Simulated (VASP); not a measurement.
A run of VASP 6.6.1 is set up as follows.

The input POSCAR:

```
CdF2
1.0
    0.0000000000      2.7470181066      2.7470181066
    2.7470181066      0.0000000000      2.7470181066
    2.7470181066      2.7470181066      0.0000000000
Cd F
1 2
Direct
    0.0000000000      0.0000000000      0.0000000000
    0.2500000000      0.2500000000      0.2500000000
    0.7500000000      0.7500000000      0.7500000000
```

INCAR.step1

```
SYSTEM = CdF2
  PREC = Accurate
  ENCUT = 520
  ISMEAR = 0
  SIGMA = 0.01
  LREAL = .False.
  LASPH = .True.
  NELM = 60
  NBANDS = 20
  GGA = PE
  ALGO = Normal
  EDIFF = 1E-4
  LWAVE = .True.
  LCHARG = .False.
```

The input INCAR.step2:

```
SYSTEM = CdF2
  PREC = Accurate
  ENCUT = 520
  EDIFF = 1E-7
  ISMEAR = 0
  SIGMA = 0.01
  LREAL = .False.
  LASPH = .True.
  NELM = 60
  ALGO = Normal
  ISIF = 2
  LWAVE = .False.
  LCHARG = .False.
  METAGGA = R2SCAN
  LMIXTAU = .True.
  NBANDS = 20
  ISTART = 1
```

File KPOINTS:

```
regular mesh
0
Gamma
  6 6 6
  0 0 0
```

Potentials or basis: VASP PAW PBE potentials, release 64 (Cd, F).

Run with:

```console
$ cat potpaw_PBE.64/Cd/POTCAR potpaw_PBE.64/F/POTCAR > POTCAR
$ cp INCAR.step1 INCAR
$ mpirun -np 1 vasp_std > vasp.out
$ cp INCAR.step2 INCAR
$ mpirun -np 1 vasp_std > vasp.out
```

**Question.** Predict the band gap on the k mesh.

**Answer.** 3.56 eV, indirect (least direct gap 4.11 eV).

**Question.** What does it give for the pressure?

**Answer.** -5.0 GPa.

Caveat: the PAW data sets were made with another functional, which shifts forces and pressure a little. A k mesh can miss the band edges.
